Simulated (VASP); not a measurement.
A run of VASP 6.6.1:

INCAR

```
PREC = Accurate
ENCUT = 520
EDIFF = 1E-6
ISMEAR = 0
SIGMA = 0.01
LREAL = F
LASPH = T
NELM = 80
ALGO = Normal
ISIF = 2
LWAVE = F
LCHARG = T
GGA = CA
LELF = T
LVHAR = T
NBANDS = 13
```

The input KPOINTS:

```
Automatic mesh
0
Gamma
  5 5 5
  0.5 0.5 0.5
```

Contents of POSCAR:

```
Ge
1.0
    1.3971490000     -2.6005160000      0.0000000000
    1.3971490000      2.6005160000      0.0000000000
    0.0000000000      0.0000000000      2.6982310000
Ge
1
Direct
    0.5000000000      0.5000000000      0.0000000000
```

Potentials or basis: VASP PAW LDA potentials, release 64 (Ge_d).

Launch:

```bash
$ cat potpaw_LDA.64/Ge_d/POTCAR > POTCAR
$ mpirun -np 1 vasp_std > vasp.out
```

Hardware: 1 thread of Intel(R) Xeon(R) 6975P-C (Granite Rapids), with other jobs on the host.

**Question.** Estimate the wall time of this run.

**Answer.** Run time: 2 s on 1 thread of Intel(R) Xeon(R) 6975P-C (Granite Rapids) (shared host), peak memory 0.12 GiB. Counts: scf iterations 10, k points 27.
